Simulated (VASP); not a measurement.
# AgCl (Cmcm) in VASP: a series of runs

AgCl is run at these levels: PBE; tasks: single point.

Everything below comes from runs of VASP 6.6.1. Logs are shortened: lines on timing, memory, paths and dates and some standing lists are left out, and cuts for length are marked.

**1. The cell of the first run**

Symmetry: Cmcm, No. 63, orthorhombic system. Conventional cell: a = 3.665 Å, b = 10.886 Å, c = 3.844 Å, α = 90.00°, β = 90.00°, γ = 90.00°. Within 3.5 Å of Ag (site symmetry m2m) lie 7 Cl at 2.68 to 3.17 Å and 2 Ag at 2.96 Å. Cl (site symmetry m2m) has 7 Ag at 2.68 to 3.17 Å and 10 Cl at 3.50 to 3.84 Å within 3.9 Å.

**2. Single point, PBE**

Input file INCAR:

```
PREC     = Accurate       # precision mode
ENCUT    = 520            # plane-wave cutoff, eV
EDIFF    = 1E-6           # SCF threshold, eV
ISMEAR   = 0              # smearing method
SIGMA    = 0.05           # smearing width, eV
LREAL    = F              # projectors in reciprocal space
LASPH    = T              # aspherical terms in the spheres
NELM     = 60             # most SCF steps
ALGO     = Normal         # electronic algorithm
ISIF     = 2              # what is computed and relaxed
LWAVE    = F              # write WAVECAR
LCHARG   = F              # write CHGCAR
GGA      = PE             # functional
NBANDS   = 26             # bands
```

Input file KPOINTS:

```
Automatic mesh
0
Gamma
  8 8 8
```

Input file POSCAR:

```
AgCl
1.0
    3.6654343114      0.0000000000      0.0000000000
    0.0000000000      0.0000000000     -3.8439324781
   -1.8327171557      5.4431635047      0.0000000000
Ag Cl
2 2
Direct
    0.6034446000      0.2500000000      0.2068892000
    0.3965554000      0.7500000000      0.7931108000
    0.1345512700      0.7500000000      0.2691025400
    0.8654487300      0.2500000000      0.7308974600
```

Potentials or basis: VASP PAW PBE potentials, release 64 (Ag, Cl).

Launch:

```console
$ cat potpaw_PBE.64/Ag/POTCAR potpaw_PBE.64/Cl/POTCAR > POTCAR
$ mpirun -np 1 vasp_std > vasp.out
```

OUTCAR:

```text
PREC = Accurate
   ENCUT = 520
   EDIFF = 1E-6
   ISMEAR = 0
   LREAL = F
   LASPH = T
   NELM = 60
   ISIF = 2
   GGA = PE

 ion  position               nearest neighbor table
   1  0.603  0.250  0.207-   3 2.68   3 2.68   3 2.68   3 2.68   4 2.85   2 2.96   2 2.96
   2  0.397  0.750  0.793-   4 2.68   4 2.68   4 2.68   4 2.68   3 2.85   1 2.96   1 2.96
   3  0.135  0.750  0.269-   1 2.68   1 2.68   1 2.68   1 2.68   2 2.85
   4  0.865  0.250  0.731-   2 2.68   2 2.68   2 2.68   2 2.68   1 2.85

  LATTYP: Found a base centered orthorhombic cell.
 ALAT       =     3.6654343114
 B/A-ratio  =     2.9699964819
 C/A-ratio  =     1.0486976853

  Lattice vectors:

 A1 = (  -1.8327171557,  -5.4431635047,   0.0000000000)
 A2 = (  -1.8327171557,   5.4431635047,   0.0000000000)
 A3 = (   0.0000000000,   0.0000000000,  -3.8439324781)

Analysis of symmetry for initial positions (statically):
=====================================================================
 Subroutine PRICEL returns:
 Original cell was already a primitive cell.

 Routine SETGRP: Setting up the symmetry group for a
 base centered orthorhombic supercell.

 Subroutine GETGRP returns: Found  8 space group operations
 (whereof  4 operations were pure point group operations)
 out of a pool of  8 trial point group operations.

The static configuration has the point symmetry C_2h.
 The point group associated with its full space group is D_2h.

Analysis of symmetry for dynamics (positions and initial velocities):
=====================================================================
 Subroutine PRICEL returns:
 Original cell was already a primitive cell.

 Routine SETGRP: Setting up the symmetry group for a
 base centered orthorhombic supercell.

 Subroutine GETGRP returns: Found  8 space group operations
 (whereof  4 operations were pure point group operations)
 out of a pool of  8 trial point group operations.

The dynamic configuration has the point symmetry C_2h.
 The point group associated with its full space group is D_2h.

 Subroutine INISYM returns: Found  8 space group operations
 (whereof  4 operations are pure point group operations),
 and found     1 'primitive' translations

----------------------------------------------------------------------------------------

                                     Primitive cell

  volume of cell :      76.6924

  direct lattice vectors                    reciprocal lattice vectors
     3.665434311  0.000000000  0.000000000     0.272818966  0.091858347  0.000000000
     0.000000000  0.000000000 -3.843932478     0.000000000  0.000000000 -0.260150251
    -1.832717156  5.443163505  0.000000000     0.000000000  0.183716693  0.000000000

  length of vectors
     3.665434311  3.843932478  5.743420680     0.287868276  0.260150251  0.183716693

  position of ions in fractional coordinates (direct lattice)
     0.603444600  0.250000000  0.206889200
     0.396555400  0.750000000  0.793110800
     0.134551270  0.750000000  0.269102540
     0.865448730  0.250000000  0.730897460

  ion indices of the primitive-cell ions
   primitive index   ion index
                 1           1
                 2           2
                 3           3
                 4           4

----------------------------------------------------------------------------------------

 KPOINTS: Automatic mesh

Automatic generation of k-mesh.
 Grid dimensions read from file:
 generate k-points for:    8    8    8

 Generating k-lattice:

  Cartesian coordinates                     Fractional coordinates (reciprocal lattice)
     0.034102371  0.011482293  0.000000000     0.125000000  0.000000000  0.000000000
     0.000000000  0.000000000 -0.032518781     0.000000000  0.125000000  0.000000000
     0.000000000  0.022964587  0.000000000     0.000000000  0.000000000  0.125000000

  Length of vectors
     0.035983534  0.032518781  0.022964587

  Shift w.r.t. Gamma in fractional coordinates (k-lattice)
     0.000000000  0.000000000  0.000000000

 Subroutine IBZKPT returns following result:
 ===========================================

 Found    105 irreducible k-points:

 Following reciprocal coordinates:
            Coordinates               Weight
  0.000000  0.000000  0.000000      1.000000
  0.125000  0.000000  0.000000      4.000000
  0.250000  0.000000  0.000000      4.000000
  0.375000  0.000000 -0.000000      4.000000
  0.500000  0.000000  0.000000      2.000000
  0.000000  0.125000  0.000000      2.000000
[... 16 lines left out ...]
  0.250000  0.500000  0.000000      4.000000
  0.375000  0.500000 -0.000000      4.000000
 [... further k-points ...]
   k-points           NKPTS =    105   k-points in BZ     NKDIM =    105   number of bands    NBANDS=     26
   number of dos      NEDOS =    301   number of ions     NIONS =      4
   total plane-waves  NPLWV =  40320
   dimension x,y,z NGX =    28 NGY =   30 NGZ =   48
   dimension x,y,z NGXF=    56 NGYF=   60 NGZF=   96
   ions per type =               2   2
   NGX,Y,Z   is equivalent  to a cutoff of  12.70, 12.97, 13.89 a.u.
   NGXF,Y,Z  is equivalent  to a cutoff of  25.40, 25.95, 27.79 a.u.
 SYSTEM =  unknown system
   PREC   = accura    normal or accurate (medium, high low for compatibility)
   ISTART =      0    job   : 0-new  1-cont  2-samecut
   ICHARG =      2    charge: 1-file 2-atom 10-const
   ISPIN  =      1    spin polarized calculation?
   LNONCOLLINEAR =      F non collinear calculations
   LSORBIT =      F    spin-orbit coupling
   LASPH  =      T    aspherical Exc in radial PAW
   ENCUT  =  520.0 eV  38.22 Ry    6.18 a.u.   6.82  7.15 10.68*2*pi/ulx,y,z
   NELM   =     60;   NELMIN=  2; NELMDL= -5     # of ELM steps
   EDIFF  = 0.1E-05   stopping-criterion for ELM
   LREAL  =      F    real-space projection
   EDIFFG = 0.1E-04   stopping-criterion for IOM
   NSW    =      0    number of steps for IOM
   IBRION =     -1    ionic relax: 0-MD 1-quasi-New 2-CG
   NFREE  =      0    steps in history (QN), initial steepest desc. (CG)
   ISIF   =      2    stress and relaxation
   ISYM   =      2    0-nonsym 1-usesym 2-fastsym
   POTIM  = 0.5000    time-step for ionic-motion
   TEBEG  =    0.0;   TEEND  =   0.0 temperature during run
   PSTRESS=    0.0 pullay stress
   NELECT =      36.0000    total number of electrons
   NUPDOWN=      -1.0000    fix difference up-down
   EMIN   =  10.00;   EMAX   =-10.00  energy-range for DOS
   EFERMI =   0.00;   METHOD = LEGACY
   ISMEAR =     0;   SIGMA  =   0.05  broadening in eV -4-tet -1-fermi 0-gaus
   EFERMI_NEDOS =   21; number of points for ismear=-14 and -15
   IALGO  =     38    algorithm
   IMIX   =      4    mixing-type and parameters
     AMIX     =   0.40;   BMIX     =  1.00
     AMIX_MAG =   1.60;   BMIX_MAG =  1.00
  volume/ion in A,a.u.               =      19.17       129.39
  Fermi-wavevector in a.u.,A,eV,Ry     =   1.272306  2.404309 22.024591  1.618762
  Thomas-Fermi vector in A             =   2.405191
   LORBIT       =      0    0 simple, 1 ext, 2 COOP (PROOUT), +10 PAW based schemes
   GGA     = PE    functional components
   LHFCALC =     F    Hartree Fock is set to
   AEXX    =    0.0000 exact exchange contribution
   IVDW    =     0    specifies the selected vdW correction
   LEPSILON=     F    determine dielectric tensor
   LRPA    =     F    only Hartree local field effects (RPA)
 non-spin polarized calculation
 Gauss-broadening in eV      SIGMA  =   0.05
  energy-cutoff  :      520.00
  volume of cell :       76.69
 maximum number of plane-waves:      2082
   NGX = 13   NGY = 15   NGZ = 21

 number of electron      36.0000004 magnetization

 Free energy of the ion-electron system (eV)
  ---------------------------------------------------
  ext. energy  EPLUGINS =         0.00000000
  ---------------------------------------------------
  free energy    TOTEN  =       -10.54016306 eV

  energy without entropy =      -10.54016306  energy(sigma->0) =      -10.54016306

 E-fermi :   5.3660     XC(G=0): -10.5846

 val. band max:        5.1107687890   @ k =   0.5000   0.0000   0.2500
 cond. band min:       5.5717952842   @ k =   0.0000   0.0000   0.0000
 fundamental gap:      0.4610264951
 Fermi energy:         5.3659640370

 k-point     1 :       0.0000    0.0000    0.0000
  band No.  band energies     occupation
      1     -10.5211      2.00000
      2      -9.8099      2.00000
      3       0.0741      2.00000
      4       1.2837      2.00000
      5       1.5102      2.00000
      6       1.6468      2.00000
[... 18 lines left out ...]
     25      15.3632      0.00000
     26      16.2847      0.00000

 k-point     2 :       0.1250    0.0000    0.0000
  band No.  band energies     occupation
      1     -10.4564      2.00000
      2      -9.7893      2.00000
      3       0.0796      2.00000
      4       0.8886      2.00000
      5       0.9728      2.00000
      6       1.2557      2.00000
[... 18 lines left out ...]
     25      15.6436      0.00000
     26      16.1581      0.00000

 k-point     3 :       0.2500    0.0000    0.0000
  band No.  band energies     occupation
      1     -10.2876      2.00000
      2      -9.7443      2.00000
      3       0.0692      2.00000
      4       0.1047      2.00000
      5       0.3843      2.00000
      6       0.4981      2.00000
[... 18 lines left out ...]
     25      15.2621      0.00000
     26      16.2395      0.00000

 k-point     4 :       0.3750    0.0000   -0.0000
  band No.  band energies     occupation
      1     -10.0900      2.00000
      2      -9.7160      2.00000
      3      -0.5911      2.00000
      4      -0.3317      2.00000
      5       0.1889      2.00000
      6       0.2129      2.00000
[... 18 lines left out ...]
     25      14.4997      0.00000
     26      16.2377      0.00000
[... 496 lines left out ...]
      1      -9.9229      2.00000
      2      -9.9229      2.00000
      3      -0.2339      2.00000
      4      -0.2339      2.00000
      5       0.4019      2.00000
      6       0.4019      2.00000
[... 18 lines left out ...]
     25      13.6476      0.00000
     26      13.6476      0.00000

 k-point    23 :       0.2500    0.5000    0.0000
  band No.  band energies     occupation
      1      -9.8789      2.00000
      2      -9.8789      2.00000
      3      -0.0505      2.00000
      4      -0.0505      2.00000
      5       0.4874      2.00000
      6       0.4874      2.00000
[... 18 lines left out ...]
     25      14.1209      0.00000
     26      14.1209      0.00000

 k-point    24 :       0.3750    0.5000   -0.0000
  band No.  band energies     occupation
      1      -9.8344      2.00000
      2      -9.8344      2.00000
      3       0.0838      2.00000
      4       0.0838      2.00000
      5       0.8206      2.00000
      6       0.8206      2.00000
[... 18 lines left out ...]
     25      14.3978      0.00000
     26      14.3978      0.00000

 [... further k-points ...]
[... 5 lines left out ...]
  --------------------------------------------------------------------------------------
  -------------------------------------------------------------------------------------
  Total        2.8224051      2.2945758      2.8787314      0.0000000      0.0000000      0.0000000
  in kB       58.9626999     47.9358490     60.1394080      0.0000000      0.0000000      0.0000000
  external PRESSURE =      55.6793190 kB  Pullay stress =       0.0000000 kB

 VOLUME and BASIS-vectors are now :
 -----------------------------------------------------------------------------
  energy-cutoff  :      520.00
  volume of cell :       76.69
      direct lattice vectors                 reciprocal lattice vectors
     3.665434311  0.000000000  0.000000000     0.272818966  0.091858347  0.000000000
     0.000000000  0.000000000 -3.843932478     0.000000000  0.000000000 -0.260150251
    -1.832717156  5.443163505  0.000000000     0.000000000  0.183716693  0.000000000

 POSITION                                       TOTAL-FORCE (eV/Angst)
 -----------------------------------------------------------------------------------
      1.83272      1.12613     -0.96098         0.000000     -0.017717      0.000000
     -0.00000      4.31703     -2.88295         0.000000      0.017717     -0.000000
      0.00000      1.46477     -2.88295         0.000000      0.056879      0.000000
      1.83272      3.97839     -0.96098         0.000000     -0.056879     -0.000000
 -----------------------------------------------------------------------------------
    total drift:                               -0.000000      0.000000     -0.000000

  FREE ENERGIE OF THE ION-ELECTRON SYSTEM (eV)
  ---------------------------------------------------
  free  energy   TOTEN  =       -10.5401630633 eV

  energy  without entropy=      -10.5401630633  energy(sigma->0) =      -10.54016306
```

Wall time 4 min (1 thread of Intel Xeon 8259CL, shared host); peak memory 0.31 GiB.

What came out:

```yaml
Free_energy: -10.5402 eV
Pressure: 5.6 GPa
Largest_force: 0.057 eV/Å
Band_gap_on_the_k_mesh: 0.46 eV (least direct gap 2.10 eV)
```

Forces on the atoms (eV/Å):
```
Ag   0.000 -0.018  0.000
Ag   0.000  0.018  0.000
Cl   0.000  0.057  0.000
Cl   0.000 -0.057  0.000
```

Caveat: the cell stands under pressure; semilocal functionals underestimate gaps, and a narrow one can read as zero. A k mesh can miss the band edges.

(Part 1 of 2 ends here.)
